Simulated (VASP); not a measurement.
Here is a VASP 6.6.1 calculation.

The input INCAR:

```
SYSTEM = Pb
PREC = Accurate
ENCUT = 520
EDIFF = 1E-6
ISMEAR = -1
SIGMA = 0.1
LREAL = .False.
LASPH = .True.
NELM = 80
ALGO = Normal
ISIF = 2
LWAVE = .False.
LCHARG = .False.
GGA = PS
NBANDS = 13
```

File KPOINTS:

```
regular mesh
0
Gamma
  20 20 20
  0 0 0
```

POSCAR

```
Pb
1.0
    0.0000000000      2.4508916363      2.4508916363
    2.4508916363      0.0000000000      2.4508916363
    2.4508916363      2.4508916363      0.0000000000
Pb
1
Direct
    0.0000000000      0.0000000000      0.0000000000
```

Potentials or basis: VASP PAW PBE potentials, release 64 (Pb_d).

Run with:

```console
$ cat potpaw_PBE.64/Pb_d/POTCAR > POTCAR
$ mpirun -np 1 vasp_std > vasp.out
```

Q: Estimate the pressure.

A: 0.9 GPa.

Q: Predict the band gap on the k mesh.

A: Zero (bands 7 and 8 overlap by 9.38 eV).

Caveat: the PAW data sets were made with another functional, which shifts forces and pressure a little; spin-orbit coupling is left out, which moves the levels of the heavy elements.
